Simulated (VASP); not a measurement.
# C (P6_3/mmc) in VASP: notebook

Runs on C. Level: PBE. Tasks: relaxation of shape and atoms at fixed volume, relaxation of the atoms.

Everything below comes from runs of VASP 6.6.1. Logs are shortened: lines on timing, memory, paths and dates and some standing lists are left out, and cuts for length are marked.

### Step 1. The cell of the first run

Symmetry: P6_3/mmc, No. 194, hexagonal system. Conventional cell: a = 2.599 Å, b = 2.599 Å, c = 8.572 Å, α = 90.00°, β = 90.00°, γ = 120.00°. C (site symmetry 3m) has 4 C at 1.59 Å within 2.1 Å. Within 2.1 Å of C (site symmetry 3m) lie 4 C at 1.59 to 1.62 Å.

### Step 2. Relaxation of shape and atoms at fixed volume, PBE (6.27 Å³/atom)

The input, INCAR:

```
SYSTEM = C
ALGO = Normal ; EDIFF = 1E-6
EDIFFG = -0.01 ; ENCUT = 600
GGA = PE ; IBRION = 2
ISIF = 4 ; ISMEAR = 0
LASPH = .True. ; LCHARG = .False.
LREAL = .False. ; LWAVE = .False.
NELM = 60 ; NSW = 50
PREC = Accurate ; SIGMA = 0.02
```

The input, KPOINTS:

```
k-points
0
Gamma
  12 12 4
  0 0 0
```

The input, POSCAR:

```
C
1.0
    2.5994261861      0.0000000000      0.0000000000
   -1.2997130931      2.2511691124      0.0000000000
    0.0000000000      0.0000000000      8.5718317022
C
8
Direct
    0.0000000000      0.0000000000      0.0929819197
    0.0000000000      0.0000000000      0.5929819197
    0.0000000000      0.0000000000      0.4070180803
    0.0000000000      0.0000000000      0.9070180803
    0.3333333333      0.6666666667      0.1554209301
    0.6666666667      0.3333333333      0.6554209301
    0.3333333333      0.6666666667      0.3445790699
    0.6666666667      0.3333333333      0.8445790699
```

Potentials or basis: VASP PAW PBE potentials, release 64 (C).

On the command line:

```
cat potpaw_PBE.64/C/POTCAR > POTCAR
mpirun -np 1 vasp_std > vasp.out
```

OUTCAR:

```text
SYSTEM = C
   EDIFF = 1E-6
   EDIFFG = -0.01
   ENCUT = 600
   GGA = PE
   IBRION = 2
   ISIF = 4
   ISMEAR = 0
   LASPH = .True.
   LREAL = .False.
   NELM = 60
   NSW = 50
   PREC = Accurate

 ion  position               nearest neighbor table
   1  0.000  0.000  0.093-   5 1.59   5 1.59   5 1.59   4 1.59
   2  0.000  0.000  0.593-   6 1.59   6 1.59   6 1.59   3 1.59
   3  0.000  0.000  0.407-   7 1.59   7 1.59   7 1.59   2 1.59
   4  0.000  0.000  0.907-   8 1.59   8 1.59   8 1.59   1 1.59
   5  0.333  0.667  0.155-   1 1.59   1 1.59   1 1.59   7 1.62
   6  0.667  0.333  0.655-   2 1.59   2 1.59   2 1.59   8 1.62
   7  0.333  0.667  0.345-   3 1.59   3 1.59   3 1.59   5 1.62
   8  0.667  0.333  0.845-   4 1.59   4 1.59   4 1.59   6 1.62

  LATTYP: Found a hexagonal cell.
 ALAT       =     2.5994261861
 C/A-ratio  =     3.2975861165

  Lattice vectors:

 A1 = (   2.5994261861,   0.0000000000,   0.0000000000)
 A2 = (  -1.2997130931,   2.2511691124,   0.0000000000)
 A3 = (   0.0000000000,   0.0000000000,   8.5718317022)

Analysis of symmetry for initial positions (statically):
=====================================================================
 Subroutine PRICEL returns:
 Original cell was already a primitive cell.

 Routine SETGRP: Setting up the symmetry group for a
 hexagonal supercell.

 Subroutine GETGRP returns: Found 24 space group operations
 (whereof 12 operations were pure point group operations)
 out of a pool of 24 trial point group operations.

The static configuration has the point symmetry D_3d.
 The point group associated with its full space group is D_6h.

Analysis of symmetry for dynamics (positions and initial velocities):
=====================================================================
 Subroutine PRICEL returns:
 Original cell was already a primitive cell.

 Routine SETGRP: Setting up the symmetry group for a
 hexagonal supercell.

 Subroutine GETGRP returns: Found 24 space group operations
 (whereof 12 operations were pure point group operations)
 out of a pool of 24 trial point group operations.

The dynamic configuration has the point symmetry D_3d.
 The point group associated with its full space group is D_6h.

 Subroutine INISYM returns: Found 24 space group operations
 (whereof 12 operations are pure point group operations),
 and found     1 'primitive' translations

----------------------------------------------------------------------------------------

                                     Primitive cell

  volume of cell :      50.1602

  direct lattice vectors                    reciprocal lattice vectors
     2.599426186  0.000000000  0.000000000     0.384700287  0.222106814  0.000000000
    -1.299713093  2.251169112  0.000000000     0.000000000  0.444213629  0.000000000
     0.000000000  0.000000000  8.571831702     0.000000000  0.000000000  0.116661180

  length of vectors
     2.599426186  2.599426186  8.571831702     0.444213629  0.444213629  0.116661180

  position of ions in fractional coordinates (direct lattice)
     0.000000000  0.000000000  0.092981920
     0.000000000  0.000000000  0.592981920
     0.000000000  0.000000000  0.407018080
     0.000000000  0.000000000  0.907018080
     0.333333333  0.666666667  0.155420930
     0.666666667  0.333333333  0.655420930
     0.333333333  0.666666667  0.344579070
     0.666666667  0.333333333  0.844579070

  ion indices of the primitive-cell ions
   primitive index   ion index
                 1           1
                 2           2
                 3           3
                 4           4
                 5           5
                 6           6
                 7           7
                 8           8

----------------------------------------------------------------------------------------

 KPOINTS: k-points

Automatic generation of k-mesh.
 Grid dimensions read from file:
 generate k-points for:   12   12    4

 Generating k-lattice:

  Cartesian coordinates                     Fractional coordinates (reciprocal lattice)
     0.032058357  0.018508901  0.000000000     0.083333333 -0.000000000  0.000000000
     0.000000000  0.037017802  0.000000000     0.000000000  0.083333333  0.000000000
     0.000000000  0.000000000  0.029165295     0.000000000  0.000000000  0.250000000

  Length of vectors
     0.037017802  0.037017802  0.029165295

  Shift w.r.t. Gamma in fractional coordinates (k-lattice)
     0.000000000  0.000000000  0.000000000

 Subroutine IBZKPT returns following result:
 ===========================================

 Found     57 irreducible k-points:

 Following reciprocal coordinates:
            Coordinates               Weight
  0.000000  0.000000  0.000000      1.000000
  0.083333 -0.000000  0.000000      6.000000
  0.166667  0.000000  0.000000      6.000000
  0.250000 -0.000000  0.000000      6.000000
  0.333333 -0.000000  0.000000      6.000000
  0.416667  0.000000  0.000000      6.000000
[... 16 lines left out ...]
  0.250000 -0.000000  0.250000     12.000000
  0.333333 -0.000000  0.250000     12.000000
 [... further k-points ...]
   k-points           NKPTS =     57   k-points in BZ     NKDIM =     57   number of bands    NBANDS=     21
   number of dos      NEDOS =    301   number of ions     NIONS =      8
   total plane-waves  NPLWV =  40320
   dimension x,y,z NGX =    24 NGY =   24 NGZ =   70
   dimension x,y,z NGXF=    48 NGYF=   48 NGZF=  140
   ions per type =               8
   NGX,Y,Z   is equivalent  to a cutoff of  15.35, 15.35, 13.58 a.u.
   NGXF,Y,Z  is equivalent  to a cutoff of  30.70, 30.70, 27.15 a.u.
 SYSTEM =  C
   PREC   = accura    normal or accurate (medium, high low for compatibility)
   ISTART =      0    job   : 0-new  1-cont  2-samecut
   ICHARG =      2    charge: 1-file 2-atom 10-const
   ISPIN  =      1    spin polarized calculation?
   LNONCOLLINEAR =      F non collinear calculations
   LSORBIT =      F    spin-orbit coupling
   LASPH  =      T    aspherical Exc in radial PAW
   ENCUT  =  600.0 eV  44.10 Ry    6.64 a.u.   5.19  5.19 17.12*2*pi/ulx,y,z
   NELM   =     60;   NELMIN=  2; NELMDL= -5     # of ELM steps
   EDIFF  = 0.1E-05   stopping-criterion for ELM
   LREAL  =      F    real-space projection
   EDIFFG = -.1E-01   stopping-criterion for IOM
   NSW    =     50    number of steps for IOM
   IBRION =      2    ionic relax: 0-MD 1-quasi-New 2-CG
   NFREE  =      1    steps in history (QN), initial steepest desc. (CG)
   ISIF   =      4    stress and relaxation
   ISYM   =      2    0-nonsym 1-usesym 2-fastsym
   POTIM  = 0.5000    time-step for ionic-motion
   TEBEG  =    0.0;   TEEND  =   0.0 temperature during run
   PSTRESS=    0.0 pullay stress
   NELECT =      32.0000    total number of electrons
   NUPDOWN=      -1.0000    fix difference up-down
   EMIN   =  10.00;   EMAX   =-10.00  energy-range for DOS
   EFERMI =   0.00;   METHOD = LEGACY
   ISMEAR =     0;   SIGMA  =   0.02  broadening in eV -4-tet -1-fermi 0-gaus
   EFERMI_NEDOS =   21; number of points for ismear=-14 and -15
   IALGO  =     38    algorithm
   IMIX   =      4    mixing-type and parameters
     AMIX     =   0.40;   BMIX     =  1.00
     AMIX_MAG =   1.60;   BMIX_MAG =  1.00
  volume/ion in A,a.u.               =       6.27        42.31
  Fermi-wavevector in a.u.,A,eV,Ry     =   1.409305  2.663201 27.023093  1.986141
  Thomas-Fermi vector in A             =   2.531375
   LORBIT       =      0    0 simple, 1 ext, 2 COOP (PROOUT), +10 PAW based schemes
   GGA     = PE    functional components
   LHFCALC =     F    Hartree Fock is set to
   AEXX    =    0.0000 exact exchange contribution
   IVDW    =     0    specifies the selected vdW correction
   LEPSILON=     F    determine dielectric tensor
   LRPA    =     F    only Hartree local field effects (RPA)
 conjugate gradient relaxation of ions
 non-spin polarized calculation
 Gauss-broadening in eV      SIGMA  =   0.02
  energy-cutoff  :      600.00
  volume of cell :       50.16
 maximum number of plane-waves:      1692
 NGX is ok and might be reduce to    24
   NGX = 11   NGY = 11   NGZ = 35

--------------------------------------- Ionic step        1  -------------------------------------------

 number of electron      31.9999999 magnetization

 Free energy of the ion-electron system (eV)
  ---------------------------------------------------
  ext. energy  EPLUGINS =         0.00000000
  ---------------------------------------------------
  free energy    TOTEN  =       -72.17186292 eV

  energy without entropy =      -72.17186292  energy(sigma->0) =      -72.17186292

------------------------ aborting loop because EDIFF is reached ----------------------------------------

  FORCE on cell =-STRESS in cart. coord.  units (eV):
  Direction    XX          YY          ZZ          XY          YZ          ZX
  --------------------------------------------------------------------------------------
  -------------------------------------------------------------------------------------
  Total      -10.8684195    -10.8684195    -10.8790788      0.0000000     -0.0000000      0.0000000
  in kB     -347.1504469   -347.1504469   -347.4909170      0.0000000     -0.0000000      0.0000000
  external PRESSURE =    -347.2639370 kB  Pullay stress =       0.0000000 kB
[... 69 lines left out ...]
  energy  without entropy=      -72.1718065942  energy(sigma->0) =      -72.17180659

--------------------------------------- Ionic step        3  -------------------------------------------

 number of electron      31.9999999 magnetization

 Free energy of the ion-electron system (eV)
  ---------------------------------------------------
  ext. energy  EPLUGINS =         0.00000000
  ---------------------------------------------------
  free energy    TOTEN  =       -72.17189419 eV

  energy without entropy =      -72.17189419  energy(sigma->0) =      -72.17189419

 E-fermi :   8.5624     XC(G=0): -12.7511

 val. band max:        8.4273062279   @ k =   0.0000   0.0000   0.0000
 cond. band min:      12.7356082274   @ k =   0.4167   0.0000   0.0000
 fundamental gap:      4.3083019995
 Fermi energy:         8.5624206400

 k-point     1 :       0.0000    0.0000    0.0000
  band No.  band energies     occupation
      1     -11.8588      2.00000
      2     -10.3380      2.00000
      3     -10.2265      2.00000
      4      -6.7354      2.00000
      5      -3.9726      2.00000
      6       2.0770      2.00000
[... 550 lines left out ...]
      5      -2.1334      2.00000
      6      -1.0737      2.00000
[... 13 lines left out ...]
     20      15.4929      0.00000
     21      15.8855      0.00000

 [... further k-points ...]
[... 5 lines left out ...]
  --------------------------------------------------------------------------------------
  -------------------------------------------------------------------------------------
  Total      -10.8717309    -10.8717309    -10.8680391      0.0000000      0.0000000      0.0000000
  in kB     -347.2562162   -347.2562162   -347.1382958      0.0000000      0.0000000      0.0000000
  external PRESSURE =    -347.2169094 kB  Pullay stress =       0.0000000 kB
[... 23 lines left out ...]
  FREE ENERGIE OF THE ION-ELECTRON SYSTEM (eV)
  ---------------------------------------------------
  free  energy   TOTEN  =       -72.1718941913 eV

  energy  without entropy=      -72.1718941913  energy(sigma->0) =      -72.17189419

 reached required accuracy - stopping structural energy minimisation
```

It took 2.5 min on 1 thread of Intel Xeon Platinum 8259CL at 2.50GHz (Skylake/Cascade Lake), shared host; peak memory 0.2 GiB.

Results:

- Free energy: -72.1719 eV
- Energy gained by relaxing: 0.0 meV/atom
- Ionic steps: 3
- Pressure after relaxing: -34.7 GPa
- Largest force after relaxing: 0.004 eV/Å
- Band gap on the k mesh: 4.31 eV (least direct gap 5.10 eV)

Forces in eV/Å, atoms in the order of the input:
```
C    0.000  0.000 -0.004
C    0.000  0.000 -0.004
C    0.000  0.000  0.004
C    0.000  0.000  0.004
C    0.000  0.000 -0.002
C    0.000  0.000 -0.002
C    0.000  0.000  0.002
C    0.000  0.000  0.002
```

Final structure:
```
C
1.0
     2.59945    0.00000    0.00000
    -1.29972    2.25119    0.00000
     0.00000    0.00000    8.57169
C
8
Direct
  0.00000 0.00000 0.09301
  0.00000 0.00000 0.59301
  0.00000 0.00000 0.40699
  0.00000 0.00000 0.90699
  0.33333 0.66667 0.15536
  0.66667 0.33333 0.65536
  0.33333 0.66667 0.34464
  0.66667 0.33333 0.84464
```

Levels at points of the mesh, in eV from the valence-band top:
```csv
k point,band 12,band 13,band 14,band 15,band 16,band 17,band 18,band 19,band 20,band 21
"(0.00, 0.00, 0.00)",-1.56,-1.56,-0.15,0.00,0.00,5.10,5.10,5.20,6.79,6.79
"(0.50, 0.00, 0.00)",-4.55,-4.45,-4.26,-3.29,-2.69,4.39,5.23,5.72,5.76,6.05
"(0.00, 0.00, 0.50)",-2.38,-0.58,-0.58,-0.58,-0.58,5.80,5.80,5.80,5.80,6.23
"(0.50, 0.00, 0.50)",-5.43,-4.28,-4.28,-3.31,-3.31,4.70,4.70,6.68,6.68,7.12
```

A k mesh can miss the band edges.

### Step 3. Relaxation of the atoms, PBE

This run uses another cell than the first one, of 5.67 Å³/atom.

The input, INCAR:

```
  PREC = Accurate
  ENCUT = 520
  EDIFF = 1E-6
  ISMEAR = 0
  SIGMA = 0.02
  LREAL = F
  LASPH = T
  NELM = 100
  ALGO = Normal
  ISIF = 2
  LWAVE = F
  LCHARG = F
  GGA = PE
  IBRION = 2
  NSW = 60
  EDIFFG = -0.01
```

The input, KPOINTS:

```
regular mesh
0
Gamma
  12 12 4
```

The input, POSCAR:

```
C
1.0
    2.5221000000      0.0000000000      0.0000000000
   -1.2610500000      2.1842026709      0.0000000000
    0.0000000000      0.0000000000      8.2371000000
C
8
Direct
    0.0000000000      0.0000000000      0.0937500000
    0.0000000000      0.0000000000      0.5937500000
    0.0000000000      0.0000000000      0.4062500000
    0.0000000000      0.0000000000      0.9062500000
    0.3333333333      0.6666666667      0.1562500000
    0.6666666667      0.3333333333      0.6562500000
    0.3333333333      0.6666666667      0.3437500000
    0.6666666667      0.3333333333      0.8437500000
```

Potentials or basis: VASP PAW PBE potentials, release 64 (C).

On the command line:

```
cat potpaw_PBE.64/C/POTCAR > POTCAR
mpirun -np 1 vasp_std > vasp.out
```

OUTCAR:

```text
PREC = Accurate
   ENCUT = 520
   EDIFF = 1E-6
   ISMEAR = 0
   LREAL = F
   LASPH = T
   NELM = 100
   ISIF = 2
   GGA = PE
   IBRION = 2
   NSW = 60
   EDIFFG = -0.01

 ion  position               nearest neighbor table
   1  0.000  0.000  0.094-   4 1.54   5 1.54   5 1.54   5 1.54
   2  0.000  0.000  0.594-   3 1.54   6 1.54   6 1.54   6 1.54
   3  0.000  0.000  0.406-   2 1.54   7 1.54   7 1.54   7 1.54
   4  0.000  0.000  0.906-   1 1.54   8 1.54   8 1.54   8 1.54
   5  0.333  0.667  0.156-   7 1.54   1 1.54   1 1.54   1 1.54
   6  0.667  0.333  0.656-   8 1.54   2 1.54   2 1.54   2 1.54
   7  0.333  0.667  0.344-   5 1.54   3 1.54   3 1.54   3 1.54
   8  0.667  0.333  0.844-   6 1.54   4 1.54   4 1.54   4 1.54

  LATTYP: Found a hexagonal cell.
[... 372 lines left out ...]
  ---------------------------------------------------
  free energy    TOTEN  =       -72.65618670 eV

  energy without entropy =      -72.65618670  energy(sigma->0) =      -72.65618670

 E-fermi :   9.9888     XC(G=0): -13.2482

 val. band max:        9.8594061275   @ k =   0.0000   0.0000   0.0000
 cond. band min:      14.3064023249   @ k =   0.4167   0.0000   0.0000
 fundamental gap:      4.4469961974
 Fermi energy:         9.9888287163

 k-point     1 :       0.0000    0.0000    0.0000
  band No.  band energies     occupation
      1     -11.7613      2.00000
      2     -10.0934      2.00000
      3      -9.9894      2.00000
      4      -5.9508      2.00000
      5      -3.6608      2.00000
      6       3.1207      2.00000
[... 565 lines left out ...]
     20      17.4335      0.00000
     21      17.9348      0.00000

 [... further k-points ...]

------------------------ aborting loop because EDIFF is reached ----------------------------------------

  FORCE on cell =-STRESS in cart. coord.  units (eV):
  Direction    XX          YY          ZZ          XY          YZ          ZX
  --------------------------------------------------------------------------------------
  -------------------------------------------------------------------------------------
  Total       -0.2988587     -0.2988587      3.0700464      0.0000000      0.0000000      0.0000000
  in kB      -10.5522951    -10.5522951    108.3991689      0.0000000      0.0000000      0.0000000
  external PRESSURE =      29.0981929 kB  Pullay stress =       0.0000000 kB
[... 23 lines left out ...]
  FREE ENERGIE OF THE ION-ELECTRON SYSTEM (eV)
  ---------------------------------------------------
  free  energy   TOTEN  =       -72.6561867004 eV

  energy  without entropy=      -72.6561867004  energy(sigma->0) =      -72.65618670

 reached required accuracy - stopping structural energy minimisation
```

OSZICAR:

```text
N       E                     dE             d eps       ncg     rms          rms(c)
DAV:   1     0.879193642657E+02    0.87919E+02   -0.17097E+04  2394   0.148E+03
DAV:   2    -0.701414181044E+02   -0.15806E+03   -0.15016E+03  3320   0.261E+02
DAV:   3    -0.751448685751E+02   -0.50035E+01   -0.49778E+01  2980   0.464E+01
[... 32 lines left out ...]
DAV:   4    -0.726561455997E+02   -0.33318E-07   -0.47989E-07  1862   0.476E-03
   4 F= -.72656146E+02 E0= -.72656146E+02  d E =0.323412E-04
       N       E                     dE             d eps       ncg     rms          rms(c)
DAV:   1    -0.726561840156E+02   -0.38449E-04   -0.26736E-03  2759   0.393E-01    0.817E-03
DAV:   2    -0.726561872313E+02   -0.32157E-05   -0.40424E-05  3020   0.442E-02    0.586E-03
DAV:   3    -0.726561867004E+02    0.53093E-06   -0.11692E-06  1999   0.945E-03
   5 F= -.72656187E+02 E0= -.72656187E+02  d E =-.875942E-05
```

Run time: 5.9 min. Hardware: 1 thread of Intel Xeon 8259CL, shared host; peak memory 0.18 GiB.

Results:

- Free energy: -72.6562 eV
- Energy gained by relaxing: 1.0 meV/atom
- Ionic steps: 5
- Pressure after relaxing: 2.9 GPa
- Band gap on the k mesh: 4.45 eV (least direct gap 5.20 eV)

The path:
```csv
step,energy change (eV),largest force (eV/Å),pressure (GPa)
1,0.0000,0.3287,2.93
2,0.0102,0.5568,3.12
3,-0.0081,0.0129,2.91
4,-0.0081,0.0281,2.91
5,-0.0081,0.0002,2.91
```

Final structure:
```
CELL_PARAMETERS angstrom
2.52210 0.00000 0.00000
-1.26105 2.18420 0.00000
0.00000 0.00000 8.23710
ATOMIC_POSITIONS crystal
C 0.00000 0.00000 0.09300
C 0.00000 0.00000 0.59300
C 0.00000 0.00000 0.40700
C 0.00000 0.00000 0.90700
C 0.33333 0.66667 0.15548
C 0.66667 0.33333 0.65548
C 0.33333 0.66667 0.34452
C 0.66667 0.33333 0.84452
```

Levels at points of the mesh, in eV from the valence-band top:
| k point | band 13 | band 14 | band 15 | band 16 | band 17 | band 18 | band 19 | band 20 |
| --- | --- | --- | --- | --- | --- | --- | --- | --- |
| (0.00, 0.00, 0.00) | -1.79 | -0.21 | 0.00 | 0.00 | 5.20 | 5.20 | 5.70 | 7.06 |
| (0.50, 0.00, 0.00) | -4.96 | -4.62 | -3.65 | -2.92 | 4.48 | 5.69 | 5.94 | 5.96 |
| (0.00, 0.00, 0.50) | -0.68 | -0.68 | -0.68 | -0.68 | 6.00 | 6.00 | 6.00 | 6.00 |
| (0.50, 0.00, 0.50) | -4.72 | -4.72 | -3.65 | -3.65 | 4.83 | 4.83 | 7.10 | 7.10 |
